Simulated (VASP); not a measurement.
CaO:

```
Ca O
1.0
     0.00000    2.35551    2.35551
     2.35551    0.00000    2.35551
     2.35551    2.35551    0.00000
Ca O
1 1
Direct
  0.00000 0.00000 0.00000
  0.50000 0.50000 0.50000
```

- Program: VASP 6.6.1
- Task: relaxation of cell and atoms
- Functional: PBE
- Potentials or basis: VASP PAW PBE potentials, release 64 (Ca_sv, O)
- Cutoff: 600 eV
- k mesh: 8 × 8 × 8
- Occupations: gaussian, width 0.1 eV
- Spin: no spin polarisation

At the start: pressure 10.0 GPa; volume 13.07 Å³/atom.

Task: How do energy, volume and symmetry change on relaxing?

Result: Over 3 steps the energy falls by 31.7 meV/atom and the volume is 14.16 Å³/atom (+8.3 %); space group Fm-3m (No. 225, to 0.05 Å).

Step by step:
```csv
step,energy change (eV),largest force (eV/Å),pressure (GPa),volume (Å³)
1,0.0000,0.0000,10.01,26.14
2,-0.0517,0.0000,-3.48,29.35
3,-0.0633,0.0000,0.02,28.31
```

Final structure:
```
Ca O
1.0
     0.00000    2.41908    2.41908
     2.41908    0.00000    2.41908
     2.41908    2.41908    0.00000
Ca O
1 1
Direct
  0.00000 0.00000 0.00000
  0.50000 0.50000 0.50000
```
